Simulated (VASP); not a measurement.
Runs of VASP 6.6.1 on Na3Cl2. Symmetry: Cmmm, No. 65, orthorhombic system. Conventional cell: a = 3.520 Å, b = 20.341 Å, c = 3.528 Å, α = 90.00°, β = 90.00°, γ = 90.00°. Within 4.0 Å of Cl (site symmetry m2m) lie 8 Na at 3.00 to 3.05 Å and 5 Cl at 3.52 to 3.53 Å. Na (site symmetry m2m) has 4 Cl at 3.00 Å and 7 Na at 3.44 to 3.74 Å within 4.0 Å. Within 4.0 Å of Na (site symmetry mmm) lie 8 Cl at 3.05 Å and 6 Na at 3.44 to 3.53 Å. 

```tsv
level	potentials or basis	gap on the mesh (eV)	pressure (GPa)	largest force (eV/Å)
LDA	VASP PAW LDA potentials, release 64 (Cl, Na_pv)	none	-2.3	0.13
RPBE	VASP PAW PBE potentials, release 64 (Cl, Na_pv)	none	(a)	0.06
PBE	VASP PAW PBE potentials, release 64 (Cl, Na_pv)	none	0.0	0.01
PBEsol	VASP PAW PBE potentials, release 64 (Cl, Na_pv)	none	(b)	0.06
revPBE	VASP PAW PBE potentials, release 64 (Cl, Na_pv)	none	1.2	0.05
```

Alike in all rows: task single point; no spin polarisation; cell as given; k mesh 8 × 8 × 8; cutoff (eV) 520; smearing fermi-dirac 0.05 eV.

Question: Estimate the missing entries.

Answer: (a) 1.3; (b) -0.8.

Caveats: the PAW data sets were made with another functional, which shifts forces and pressure a little (at least some runs).

A gap of «none» marks levels without a gap at the run's occupations.
